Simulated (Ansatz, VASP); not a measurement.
TaTe in VASP and in Ansatz

```xyz
2
Lattice="0.0000 3.1599 3.1599 3.1599 0.0000 3.1599 3.1599 3.1599 0.0000" Properties=species:S:1:pos:R:3 pbc="T T T"
Ta    0.0000    0.0000    0.0000
Te    1.5800    1.5800    1.5800
```

Alike in both runs: task single point; functional PBE; k mesh 15 × 15 × 15; occupations gaussian, width 0.05 eV; collinear spin.

|  | VASP | Ansatz |
| --- | --- | --- |
| version | VASP 6.6.1 | Ansatz 0.2.0 |
| potentials or method | VASP PAW PBE potentials, release 64 (Ta_pv, Te), cutoff 520 eV | scalar-relativistic, plane waves, PAW |
| valence electrons in the cell | 17 | 29 |

```csv
,VASP,Ansatz,Ansatz less VASP
gap on the k mesh at the Fermi level (eV),none,none,-
pressure (GPa),0.1,0.1,-0.01
net moment per atom (μB),1.04,1.04,+0.001
size of the moment on the site where the two differ most (μB),1.42,1.27,-0.147
```

Site moments also hang on the region over which each program counts them. A gap of «none» marks a metal or a gap that the smearing closes. VASP's potentials hold 17 valence electrons a cell and Ansatz's 29, so a difference there can come from the potentials and not from the codes. Ansatz's warnings: moment headroom below auto.

Spin-orbit coupling is off throughout.
